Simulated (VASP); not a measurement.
Runs of VASP 6.6.1 on Hg. The structure is tetragonal, space group I4/mmm (No. 139). Conventional cell: a = 3.753 Å, b = 3.753 Å, c = 3.834 Å, α = 90.00°, β = 90.00°, γ = 90.00°. Within 4.3 Å of Hg (site symmetry 4/mmm) lie 14 Hg at 3.27 to 3.83 Å. 

| smearing | gap on the mesh (eV) | pressure (GPa) |
| --- | --- | --- |
| methfessel-paxton 0.1 eV | none | (a) |
| methfessel-paxton 0.2 eV | none | -4.6 |
| methfessel-paxton 0.3 eV | none | -4.6 |
| methfessel-paxton 0.05 eV | none | -4.8 |

Alike in all rows: task single point; level LDA; potentials or basis VASP PAW LDA potentials, release 64 (Hg); no spin polarisation; cell as given; k mesh 9 × 9 × 9; cutoff (eV) 520.

Q: Fill in the values left out.

A: (a) -4.7.

Caveats: spin-orbit coupling is left out, which moves the levels of the heavy elements.

A k mesh can miss the band edges, and the runs leave out spin-orbit coupling on Hg.

A gap of «none» marks levels without a gap at the run's occupations.
